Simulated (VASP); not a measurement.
The system is Pr4Hg.

```
Pr Hg
1.0
    -3.46997    3.46997    3.46997
     3.46997   -3.46997    3.46997
     3.46997    3.46997   -3.46997
Pr Hg
4 1
Direct
  0.50000 0.50000 0.50000
  0.00000 0.00000 0.50000
  0.00000 0.50000 0.00000
  0.50000 0.00000 0.00000
  0.00000 0.00000 0.00000
```

The cell was generated, and may not be a known phase.

| Quantity | Value |
| --- | --- |
| Program | VASP 6.6.1 |
| Task | relaxation of cell and atoms |
| Functional | PBE |
| Potentials or basis | VASP PAW PBE potentials, release 64 (Pr_3, Hg), 4f in core |
| Cutoff | 500 eV |
| k mesh | 3 × 3 × 3 |
| Occupations | gaussian, width 0.2 eV |
| Spin | no spin polarisation |

At the start: pressure 7.2 GPa; volume 33.42 Å³/atom.

Where does the relaxation end?

Over 3 steps the energy falls by 106.0 meV/atom and the volume is 38.77 Å³/atom (+16.0 %); space group Im-3m (No. 229, to 0.1 Å) before and after.

Step by step:
```tsv
step	energy change (eV)	largest force (eV/Å)	pressure (GPa)	volume (Å³)
1	0.0000	0.0000	7.18	167.12
2	-0.4569	0.0000	-1.86	206.01
3	-0.5301	0.0000	0.03	193.86
```

Final structure:
```yaml
crystal:
  lattice:
    - [-3.64595, 3.64595, 3.64595]
    - [3.64595, -3.64595, 3.64595]
    - [3.64595, 3.64595, -3.64595]
  atoms:
    - { symbol: Pr, position: [0.50000, 0.50000, 0.50000] }
    - { symbol: Pr, position: [0.00000, 0.00000, 0.50000] }
    - { symbol: Pr, position: [0.00000, 0.50000, 0.00000] }
    - { symbol: Pr, position: [0.50000, 0.00000, 0.00000] }
    - { symbol: Hg, position: [0.00000, 0.00000, 0.00000] }
```

Caveat: the k points lie up to 0.41 Å⁻¹ apart in the final cell; the volume moved by over 15 % at a fixed basis, so the end points are rough.
